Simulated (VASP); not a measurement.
Wanted: the native input for a VASP 6.6.1 run.

```yaml
Task: single point
Functional: PBE
Potentials_or_basis: VASP PAW PBE potentials, release 64 (Ca_sv, Se)
Cutoff: 520 eV
k_mesh: 8 × 8 × 8
Occupations: gaussian, width 0.02 eV
Spin: no spin polarisation
Dipole_correction: no
Further_INCAR_settings: ALGO = Normal; EDIFF = 1e-07; NBANDS = 15
```

The structure of CaSe lies in POSCAR:

```
CaSe
1.0
    0.0000000000      2.9507678800      2.9507678800
    2.9507678800      0.0000000000      2.9507678800
    2.9507678800      2.9507678800      0.0000000000
Ca Se
1 1
Direct
    0.0000000000      0.0000000000      0.0000000000
    0.5000000000      0.5000000000      0.5000000000
```

This cell differs from its parent crystal: strained.

These files were run (other wordings do the same):

INCAR

```
PREC = Accurate ; ENCUT = 520
EDIFF = 1E-7 ; ISMEAR = 0
SIGMA = 0.02 ; LREAL = False
LASPH = True ; NELM = 100
ALGO = Normal ; ISIF = 2
LWAVE = False ; LCHARG = True
GGA = PE ; LELF = True
LVHAR = True ; NBANDS = 15
```

KPOINTS

```
regular mesh
0
Gamma
  8 8 8
```

Potentials or basis: VASP PAW PBE potentials, release 64 (Ca_sv, Se).

Command:

```sh
$ cat potpaw_PBE.64/Ca_sv/POTCAR potpaw_PBE.64/Se/POTCAR > POTCAR
$ mpirun -np 1 vasp_std > vasp.out
```

It gave:

* Pressure: 1.6 GPa
* Band gap on the k mesh: 2.01 eV, indirect (least direct gap 2.95 eV)

Caveat: the cell differs from its parent crystal (strained).

Run time: 9.5 s on 1 thread of Intel(R) Xeon(R) 6975P-C (Granite Rapids), on a shared host, peak memory 0.17 GiB.
